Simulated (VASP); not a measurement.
# MoS (F-43m) in VASP: a series of runs

MoS is run at these levels: PBEsol; tasks: single point.

All numbers are computed with VASP 6.6.1; they aren't measurements. Logs are shortened: lines on timing, memory, paths and dates and some standing lists are left out, and cuts for length are marked.

## 1. The cell of the first run

It takes space group F-43m (No. 216, cubic). Conventional cell: a = 5.277 Å, b = 5.277 Å, c = 5.277 Å, α = 90.00°, β = 90.00°, γ = 90.00°. Mo (site symmetry -43m) has 4 S at 2.29 Å within 3.0 Å. Within 3.0 Å of S (site symmetry -43m) lie 4 Mo at 2.29 Å.

## 2. Single point, PBEsol

The input, INCAR:

```
  PREC = Accurate
  ENCUT = 520
  EDIFF = 1E-6
  ISMEAR = 0
  SIGMA = 0.1
  LREAL = False
  LASPH = True
  NELM = 60
  ALGO = Normal
  ISIF = 2
  LWAVE = False
  LCHARG = False
  GGA = PS
  NBANDS = 17
```

The input, KPOINTS:

```
Automatic mesh
0
Gamma
  6 6 6
```

The input, POSCAR:

```
MoS
1.0
    0.0000000000      2.6385805390      2.6385805390
    2.6385805390      0.0000000000      2.6385805390
    2.6385805390      2.6385805390      0.0000000000
Mo S
1 1
Direct
    0.0000000000      0.0000000000      0.0000000000
    0.2500000000      0.2500000000      0.2500000000
```

Potentials or basis: VASP PAW PBE potentials, release 64 (Mo_sv, S).

On the command line:

```bash
cat potpaw_PBE.64/Mo_sv/POTCAR potpaw_PBE.64/S/POTCAR > POTCAR
mpirun -np 1 vasp_std > vasp.out
```

OUTCAR:

```text
PREC = Accurate
   ENCUT = 520
   EDIFF = 1E-6
   ISMEAR = 0
   LREAL = False
   LASPH = True
   NELM = 60
   ISIF = 2
   GGA = PS

 ion  position               nearest neighbor table
   1  0.000  0.000  0.000-   2 2.29   2 2.29   2 2.29   2 2.29
   2  0.250  0.250  0.250-   1 2.29   1 2.29   1 2.29   1 2.29

  LATTYP: Found a face centered cubic cell.
 ALAT       =     5.2771610780

  Lattice vectors:

 A1 = (   0.0000000000,   2.6385805390,   2.6385805390)
 A2 = (   2.6385805390,   0.0000000000,   2.6385805390)
 A3 = (   2.6385805390,   2.6385805390,   0.0000000000)

Analysis of symmetry for initial positions (statically):
=====================================================================
 Subroutine PRICEL returns:
 Original cell was already a primitive cell.

 Routine SETGRP: Setting up the symmetry group for a
 face centered cubic supercell.

 Subroutine GETGRP returns: Found 24 space group operations
 (whereof 24 operations were pure point group operations)
 out of a pool of 48 trial point group operations.

The static configuration has the point symmetry T_d .

Analysis of symmetry for dynamics (positions and initial velocities):
=====================================================================
 Subroutine PRICEL returns:
 Original cell was already a primitive cell.

 Routine SETGRP: Setting up the symmetry group for a
 face centered cubic supercell.

 Subroutine GETGRP returns: Found 24 space group operations
 (whereof 24 operations were pure point group operations)
 out of a pool of 48 trial point group operations.

The dynamic configuration has the point symmetry T_d .

 Subroutine INISYM returns: Found 24 space group operations
 (whereof 24 operations are pure point group operations),
 and found     1 'primitive' translations

----------------------------------------------------------------------------------------

                                     Primitive cell

  volume of cell :      36.7402

  direct lattice vectors                    reciprocal lattice vectors
     0.000000000  2.638580539  2.638580539    -0.189495826  0.189495826  0.189495826
     2.638580539  0.000000000  2.638580539     0.189495826 -0.189495826  0.189495826
     2.638580539  2.638580539  0.000000000     0.189495826  0.189495826 -0.189495826

  length of vectors
     3.731516384  3.731516384  3.731516384     0.328216399  0.328216399  0.328216399

  position of ions in fractional coordinates (direct lattice)
     0.000000000  0.000000000  0.000000000
     0.250000000  0.250000000  0.250000000

  ion indices of the primitive-cell ions
   primitive index   ion index
                 1           1
                 2           2

----------------------------------------------------------------------------------------

 KPOINTS: Automatic mesh

Automatic generation of k-mesh.
 Grid dimensions read from file:
 generate k-points for:    6    6    6

 Generating k-lattice:

  Cartesian coordinates                     Fractional coordinates (reciprocal lattice)
    -0.031582638  0.031582638  0.031582638     0.166666667  0.000000000  0.000000000
     0.031582638 -0.031582638  0.031582638     0.000000000  0.166666667  0.000000000
     0.031582638  0.031582638 -0.031582638     0.000000000  0.000000000  0.166666667

  Length of vectors
     0.054702733  0.054702733  0.054702733

  Shift w.r.t. Gamma in fractional coordinates (k-lattice)
     0.000000000  0.000000000  0.000000000

 Subroutine IBZKPT returns following result:
 ===========================================

 Found     16 irreducible k-points:

 Following reciprocal coordinates:
            Coordinates               Weight
  0.000000  0.000000  0.000000      1.000000
  0.166667  0.000000  0.000000      8.000000
  0.333333  0.000000  0.000000      8.000000
  0.500000  0.000000  0.000000      4.000000
  0.166667  0.166667  0.000000      6.000000
  0.333333  0.166667  0.000000     24.000000
[... 8 lines left out ...]
 -0.333333  0.333333  0.166667     24.000000
 -0.333333  0.500000  0.166667     12.000000
   k-points           NKPTS =     16   k-points in BZ     NKDIM =     16   number of bands    NBANDS=     17
   number of dos      NEDOS =    301   number of ions     NIONS =      2
   total plane-waves  NPLWV =  21952
   dimension x,y,z NGX =    28 NGY =   28 NGZ =   28
   dimension x,y,z NGXF=    56 NGYF=   56 NGZF=   56
   ions per type =               1   1
   NGX,Y,Z   is equivalent  to a cutoff of  12.47, 12.47, 12.47 a.u.
   NGXF,Y,Z  is equivalent  to a cutoff of  24.95, 24.95, 24.95 a.u.
 SYSTEM =  unknown system
   PREC   = accura    normal or accurate (medium, high low for compatibility)
   ISTART =      0    job   : 0-new  1-cont  2-samecut
   ICHARG =      2    charge: 1-file 2-atom 10-const
   ISPIN  =      1    spin polarized calculation?
   LNONCOLLINEAR =      F non collinear calculations
   LSORBIT =      F    spin-orbit coupling
   LASPH  =      T    aspherical Exc in radial PAW
   ENCUT  =  520.0 eV  38.22 Ry    6.18 a.u.   6.94  6.94  6.94*2*pi/ulx,y,z
   NELM   =     60;   NELMIN=  2; NELMDL= -5     # of ELM steps
   EDIFF  = 0.1E-05   stopping-criterion for ELM
   LREAL  =      F    real-space projection
   EDIFFG = 0.1E-04   stopping-criterion for IOM
   NSW    =      0    number of steps for IOM
   IBRION =     -1    ionic relax: 0-MD 1-quasi-New 2-CG
   NFREE  =      0    steps in history (QN), initial steepest desc. (CG)
   ISIF   =      2    stress and relaxation
   ISYM   =      2    0-nonsym 1-usesym 2-fastsym
   POTIM  = 0.5000    time-step for ionic-motion
   TEBEG  =    0.0;   TEEND  =   0.0 temperature during run
   PSTRESS=    0.0 pullay stress
   NELECT =      20.0000    total number of electrons
   NUPDOWN=      -1.0000    fix difference up-down
   EMIN   =  10.00;   EMAX   =-10.00  energy-range for DOS
   EFERMI =   0.00;   METHOD = LEGACY
   ISMEAR =     0;   SIGMA  =   0.10  broadening in eV -4-tet -1-fermi 0-gaus
   EFERMI_NEDOS =   21; number of points for ismear=-14 and -15
   IALGO  =     38    algorithm
   IMIX   =      4    mixing-type and parameters
     AMIX     =   0.40;   BMIX     =  1.00
     AMIX_MAG =   1.60;   BMIX_MAG =  1.00
  volume/ion in A,a.u.               =      18.37       123.97
  Fermi-wavevector in a.u.,A,eV,Ry     =   1.336712  2.526019 24.310872  1.786799
  Thomas-Fermi vector in A             =   2.465317
   LORBIT       =      0    0 simple, 1 ext, 2 COOP (PROOUT), +10 PAW based schemes
   GGA     = PS    functional components
   LHFCALC =     F    Hartree Fock is set to
   AEXX    =    0.0000 exact exchange contribution
   IVDW    =     0    specifies the selected vdW correction
   LEPSILON=     F    determine dielectric tensor
   LRPA    =     F    only Hartree local field effects (RPA)
 non-spin polarized calculation
 Gauss-broadening in eV      SIGMA  =   0.10
  energy-cutoff  :      520.00
  volume of cell :       36.74
 maximum number of plane-waves:      1002
   NGX = 13   NGY = 13   NGZ = 13

 number of electron      20.0000000 magnetization

 Free energy of the ion-electron system (eV)
  ---------------------------------------------------
  ext. energy  EPLUGINS =         0.00000000
  ---------------------------------------------------
  free energy    TOTEN  =       -16.16611376 eV

  energy without entropy =      -16.15006675  energy(sigma->0) =      -16.15809026

 E-fermi :   8.2420     XC(G=0): -11.2144

 val. band max:        8.2270228707   @ k =   0.5000   0.1667   0.0000
 cond. band min:       8.2569357006   @ k =   0.5000   0.0000   0.0000
 fundamental gap:      0.0299128299
 Fermi energy:         8.2419501690

 k-point     1 :       0.0000    0.0000    0.0000
  band No.  band energies     occupation
      1     -52.4482      2.00000
      2     -26.6332      2.00000
      3     -26.6332      2.00000
      4     -26.6332      2.00000
      5      -6.8248      2.00000
      6       2.4932      2.00000
[... 9 lines left out ...]
     16      16.8185      0.00000
     17      16.8185      0.00000

 k-point     2 :       0.1667    0.0000    0.0000
  band No.  band energies     occupation
      1     -52.4463      2.00000
      2     -26.6652      2.00000
      3     -26.6377      2.00000
      4     -26.6377      2.00000
      5      -6.6084      2.00000
      6       2.2400      2.00000
[... 9 lines left out ...]
     16      16.9202      0.00000
     17      16.9202      0.00000

 k-point     3 :       0.3333    0.0000    0.0000
  band No.  band energies     occupation
      1     -52.4424      2.00000
      2     -26.7284      2.00000
      3     -26.6467      2.00000
      4     -26.6467      2.00000
      5      -6.1726      2.00000
      6       2.0462      2.00000
[... 9 lines left out ...]
     16      17.6836      0.00000
     17      17.6836      0.00000

 k-point     4 :       0.5000    0.0000    0.0000
  band No.  band energies     occupation
      1     -52.4405      2.00000
      2     -26.7597      2.00000
      3     -26.6512      2.00000
      4     -26.6512      2.00000
      5      -5.9562      2.00000
      6       2.1238      2.00000
[... 9 lines left out ...]
     16      18.1510      0.00000
     17      18.1510      0.00000
[... 183 lines left out ...]
      1     -52.4399      2.00000
      2     -26.7331      2.00000
      3     -26.6814      2.00000
      4     -26.6609      2.00000
      5      -5.8829      2.00000
      6       1.9601      2.00000
[... 9 lines left out ...]
     16      16.8064      0.00000
     17      18.7219      0.00000

 k-point    15 :      -0.3333    0.3333    0.1667
  band No.  band energies     occupation
      1     -52.4386      2.00000
      2     -26.7403      2.00000
      3     -26.6944      2.00000
      4     -26.6674      2.00000
      5      -5.7407      2.00000
      6       2.3200      2.00000
[... 9 lines left out ...]
     16      17.3118      0.00000
     17      18.5084      0.00000

 k-point    16 :      -0.3333    0.5000    0.1667
  band No.  band energies     occupation
      1     -52.4380      2.00000
      2     -26.7452      2.00000
      3     -26.6924      2.00000
      4     -26.6775      2.00000
      5      -5.6690      2.00000
      6       1.8852      2.00000
[... 9 lines left out ...]
     16      17.4876      0.00000
     17      18.2904      0.00000

------------------------ aborting loop because EDIFF is reached ----------------------------------------

  FORCE on cell =-STRESS in cart. coord.  units (eV):
  Direction    XX          YY          ZZ          XY          YZ          ZX
  --------------------------------------------------------------------------------------
  -------------------------------------------------------------------------------------
  Total        0.0619668      0.0619668      0.0619668     -0.0000000     -0.0000000      0.0000000
  in kB        2.7022704      2.7022704      2.7022704     -0.0000000     -0.0000000      0.0000000
  external PRESSURE =       2.7022704 kB  Pullay stress =       0.0000000 kB

 VOLUME and BASIS-vectors are now :
 -----------------------------------------------------------------------------
  energy-cutoff  :      520.00
  volume of cell :       36.74
      direct lattice vectors                 reciprocal lattice vectors
     0.000000000  2.638580539  2.638580539    -0.189495826  0.189495826  0.189495826
     2.638580539  0.000000000  2.638580539     0.189495826 -0.189495826  0.189495826
     2.638580539  2.638580539  0.000000000     0.189495826  0.189495826 -0.189495826

 POSITION                                       TOTAL-FORCE (eV/Angst)
 -----------------------------------------------------------------------------------
      0.00000      0.00000      0.00000        -0.000000     -0.000000     -0.000000
      1.31929      1.31929      1.31929         0.000000      0.000000      0.000000
 -----------------------------------------------------------------------------------
    total drift:                               -0.000000     -0.000000     -0.000000

  FREE ENERGIE OF THE ION-ELECTRON SYSTEM (eV)
  ---------------------------------------------------
  free  energy   TOTEN  =       -16.1661137632 eV

  energy  without entropy=      -16.1500667471  energy(sigma->0) =      -16.15809026
```

Wall time 4.7 s (1 thread of Intel Xeon 6975P-C (Granite Rapids), shared host); peak memory 0.15 GiB.

What came out:

```yaml
Free_energy: -16.1661 eV
Pressure: 0.3 GPa
Band_gap_on_the_k_mesh: zero (band 10 reaches 8.44 eV, above the bottom of band 11 at 8.23 eV)
```

Levels at points of the mesh, in eV from the Fermi level:
```tsv
k point	band 6	band 7	band 8	band 9	band 10	band 11	band 12	band 13	band 14	band 15
(0.00, 0.00, 0.00)	-5.75	-5.75	-5.75	-0.69	-0.69	1.60	4.68	4.68	4.68	8.58
(0.50, 0.00, 0.00)	-6.12	-5.27	-5.27	-0.19	-0.19	0.01	2.52	2.52	4.26	8.83
(0.50, 0.50, 0.00)	-6.86	-4.29	-4.29	-1.90	0.20	0.55	0.93	0.93	7.47	8.49
```

Caveat: the PAW data sets were made with another functional, which shifts forces and pressure a little.

(Continued in part 2 of 2.)
